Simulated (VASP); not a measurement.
Here is a VASP 6.6.1 calculation.

Contents of INCAR:

```
PREC = Accurate ; ENCUT = 520
EDIFF = 1E-7 ; ISMEAR = 0
SIGMA = 0.1 ; LREAL = False
LASPH = True ; NELM = 60
ALGO = Normal ; ISIF = 2
LWAVE = False ; LCHARG = False
GGA = PE ; NBANDS = 46
```

The input KPOINTS:

```
Automatic mesh
0
Gamma
  4 4 2
```

The input POSCAR:

```
InP
1.0
    3.9757160879      0.0000000000      0.0000000000
    0.0000000000      3.9757160879      0.0000000000
    0.0000000000      0.0000000000     10.7871844617
In P
4 4
Direct
   -0.0002937901      0.5000000000      0.2500000000
    0.5000000000      1.0002937901      0.5000000000
    0.5000000000     -0.0002937901      0.0000000000
    1.0002937901      0.5000000000      0.7500000000
    0.0000000000      0.5009697920      0.5000000000
    0.4990302080      0.0000000000      0.2500000000
    0.5009697920      0.0000000000      0.7500000000
    0.0000000000      0.4990302080      0.0000000000
```

Potentials or basis: VASP PAW PBE potentials, release 64 (In_d, P).

Launch:

```bash
$ cat potpaw_PBE.64/In_d/POTCAR potpaw_PBE.64/P/POTCAR > POTCAR
$ mpirun -np 1 vasp_std > vasp.out
```

Q: What does it give for the pressure?

A: -0.2 GPa.

Q: Estimate the band gap on the k mesh.

A: Zero (bands 36 and 37 overlap by 2.26 eV).

Forces in eV/Å, atoms in the order of the input:
```
In  -0.001  0.000  0.000
In   0.000  0.001  0.000
In   0.000 -0.001  0.000
In   0.001  0.000  0.000
P    0.000 -0.002  0.000
P    0.002  0.000  0.000
P   -0.002  0.000  0.000
P    0.000  0.002  0.000
```

Caveat: the k points lie up to 0.40 Å⁻¹ apart, too coarse for converged energies and pressures of a metal; spin-orbit coupling is left out, which moves the levels of the heavy elements.
